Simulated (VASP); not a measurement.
Wanted: the native input for a VASP 6.6.1 run.

```yaml
Task: single point
Functional: PBEsol
Potentials_or_basis: VASP PAW PBE potentials, release 64 (Ge_d)
Cutoff: 520 eV
k_mesh: 17 × 17 × 9
Occupations: methfessel-paxton, width 0.05 eV
Spin: no spin polarisation
Dipole_correction: no
Further_INCAR_settings: ALGO = Normal; EDIFF = 1e-07; NBANDS = 21
```

The structure of Ge lies in POSCAR:

```
Ge
1.0
    2.9422617458      0.0000000000      0.0000000000
   -1.4711308729      2.5480734164      0.0000000000
    0.0000000000      0.0000000000      4.8294825358
Ge
2
Direct
    0.3333333333      0.6666666667      0.2500000000
    0.6666666667      0.3333333333      0.7500000000
```

This isn't the form of Ge at room conditions, which is diamond.

These files were run (other wordings do the same):

INCAR

```
SYSTEM = Ge
PREC = Accurate
ENCUT = 520
EDIFF = 1E-7
ISMEAR = 1
SIGMA = 0.05
LREAL = .False.
LASPH = .True.
NELM = 100
ALGO = Normal
ISIF = 2
LWAVE = .False.
LCHARG = .True.
GGA = PS
LELF = .True.
LVHAR = .True.
NBANDS = 21
```

KPOINTS

```
Automatic mesh
0
Gamma
  17 17 9
  0 0 0
```

Potentials or basis: VASP PAW PBE potentials, release 64 (Ge_d).

The run is started by

```bash
$ cat potpaw_PBE.64/Ge_d/POTCAR > POTCAR
$ mpirun -np 1 vasp_std > vasp.out
```

It gave:

```json
{
  "Pressure": "0.9 GPa",
  "Band gap on the k mesh": "zero (bands 14 and 15 overlap by 10.11 eV)"
}
```

Caveat: the PAW data sets were made with another functional, which shifts forces and pressure a little.

Run time: 73 s on 1 thread of Intel Xeon 8259CL, on a shared host, peak memory 0.23 GiB.
